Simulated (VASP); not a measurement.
Crystal: Zr3H.

```
Zr H
1.0
     6.04352    0.00000    0.00000
    -3.02176    5.23384    0.00000
     0.00000    0.00000    4.66645
Zr H
6 2
Cartesian
  0.0000 1.7246 1.1666
  1.5282 4.3715 1.1666
  -1.5282 4.3715 1.1666
  3.0218 3.5092 3.4998
  1.4935 0.8623 3.4998
  4.5500 0.8623 3.4998
  0.0000 3.4892 3.4998
  3.0218 1.7446 1.1666
```

The cell was generated, and may not be a known phase.

* Program: VASP 6.6.1
* Task: relaxation of cell and atoms
* Functional: PBE
* Potentials or basis: VASP PAW PBE potentials, release 64 (Zr_sv, H)
* Cutoff: 600 eV
* k mesh: 3 × 3 × 4
* Occupations: gaussian, width 0.1 eV
* Spin: no spin polarisation

At the start: pressure 5.0 GPa; volume 18.45 Å³/atom.

Q: Where does the relaxation end?

A: Over 29 steps the energy falls by 431.4 meV/atom and the volume is 19.46 Å³/atom (+5.5 %); space group P6_3/mmc (No. 194, to 0.1 Å) before and after.

Step by step:
```
step  energy change (eV)  largest force (eV/Å)  pressure (GPa)  volume (Å³)
   1              0.0000                1.3977            4.99       147.60
   2             -0.3829                0.1168           -2.81       160.19
   3             -0.3986                0.3059           -1.68       157.93
   4             -0.4470                0.1051           -0.40       154.41
   5             -0.4497                0.0333            0.02       153.37
   6             -0.4538                0.0365            0.04       153.22
   7             -0.4691                0.0421            0.10       152.75
   8             -0.5170                0.0419            0.34       151.73
   9             -0.6933                0.0558            0.98       149.38
  10             -1.2553                0.2658            3.63       143.38
  11             -1.3815                0.4544           24.52       125.79
  12             -1.7727                0.6877           16.98       130.86
  13             -1.6065                0.5272           20.62       128.37
  14             -1.5256                0.4855           22.33       127.22
  15             -1.6014                0.4890           21.73       127.76
  16             -1.8178                0.4978           19.91       129.38
  17             -2.2021                0.5079           16.47       132.68
  18             -2.7849                0.5096           10.34       139.44
  19             -3.2883                0.4974            0.74       153.64
  20             -3.2962                0.4960           -0.33       155.64
  21             -3.2960                0.4957           -0.64       156.25
  22             -3.3169                0.4647           -0.63       156.27
  23             -3.3707                0.3734           -0.57       156.32
  24             -3.4370                0.1914           -0.36       156.37
  25             -3.3897                0.0999            0.40       156.32
  26             -3.4480                0.0575           -0.16       156.38
  27             -3.4482                0.0753           -0.19       156.38
  28             -3.4498                0.0545           -0.04       156.12
  29             -3.4508                0.0184            0.22       155.66
```

Final structure:
```
CELL_PARAMETERS angstrom
7.49706 0.00000 0.00000
-3.74853 6.49265 0.00000
0.00000 0.00000 3.19788
ATOMIC_POSITIONS crystal
Zr 0.20057 0.40115 0.25000
Zr 0.59885 0.79943 0.25000
Zr 0.20057 0.79943 0.25000
Zr 0.79943 0.59885 0.75000
Zr 0.40115 0.20057 0.75000
Zr 0.79943 0.20057 0.75000
H 0.33333 0.66667 0.75000
H 0.66667 0.33333 0.25000
```

Caveat: the k points lie up to 0.49 Å⁻¹ apart in the final cell, too coarse for converged energies and pressures of a metal; a cell axis changed by over 15 % at a fixed basis, so the end point is rough.
